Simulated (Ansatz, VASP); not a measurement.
One calculation of W, two programs

```
W
1.0
    -1.63121    1.63121    1.63121
     1.63121   -1.63121    1.63121
     1.63121    1.63121   -1.63121
W
1
Direct
  0.00000 0.00000 0.00000
```

Alike in both runs: task single point; functional BLYP; k mesh 22 × 22 × 22; occupations fermi-dirac, width 0.1 eV; no spin polarisation.

|  | VASP | Ansatz |
| --- | --- | --- |
| version | VASP 6.6.1 | Ansatz 0.2.0 |
| potentials or method | VASP PAW PBE potentials, release 64 (W_sv), cutoff 520 eV | plane waves (420 eV) with PAW, scalar-relativistic |
| valence electrons in the cell | 14 | 14 |

Ansatz gave:

```
pressure (GPa) : -9.9
```

Q: Which values does VASP return?

A: Pressure (GPa): -8.6.

VASP's potentials were made for PBE, not for BLYP.

Spin-orbit coupling is off throughout.
